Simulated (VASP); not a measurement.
Crystal: SiGe3.

```
Si Ge
1.0
     3.72420    0.00000    0.00000
     0.00000    3.72420    0.00000
     0.00000    0.00000    5.26682
Si Ge
1 3
Cartesian
  1.8621 1.8621 2.6334
  0.0000 0.0000 0.0000
  1.8621 0.0000 3.9501
  0.0000 1.8621 1.3167
```

- Program: VASP 6.6.1
- Task: relaxation of cell and atoms
- Functional: PBE
- Potentials or basis: VASP PAW PBE potentials, release 64 (Si, Ge_d)
- Cutoff: 600 eV
- k mesh: 6 × 6 × 4
- Occupations: gaussian, width 0.1 eV
- Spin: no spin polarisation

At the start: pressure 25.1 GPa; volume 18.26 Å³/atom.

Problem. Where does the relaxation end?

Solution. Over 8 steps the energy falls by 297.9 meV/atom and the volume is 22.89 Å³/atom (+25.3 %); space group P-4m2 (No. 115, to 0.1 Å) before and after.

Step by step:
| step | energy change (eV) | largest force (eV/Å) | pressure (GPa) | volume (Å³) |
| --- | --- | --- | --- | --- |
| 1 | 0.0000 | 0.8027 | 25.10 | 73.05 |
| 2 | -0.7582 | 0.0347 | -7.32 | 107.66 |
| 3 | -1.1898 | 0.1585 | -0.16 | 91.61 |
| 4 | -1.1898 | 0.1663 | -0.08 | 91.21 |
| 5 | -1.1891 | 0.1724 | 0.31 | 90.82 |
| 6 | -1.1907 | 0.0724 | 0.44 | 90.76 |
| 7 | -1.1910 | 0.0130 | 0.44 | 90.72 |
| 8 | -1.1917 | 0.0068 | -0.21 | 91.55 |

Final structure:
```
Si Ge
1.0
     4.02070    0.00000    0.00000
     0.00000    4.02070    0.00000
     0.00000    0.00000    5.66314
Si Ge
1 3
Direct
  0.50000 0.50000 0.50000
  0.00000 0.00000 0.00000
  0.50000 0.00000 0.74337
  0.00000 0.50000 0.25663
```

Caveat: the volume moved by over 15 % at a fixed basis, so the end points are rough.
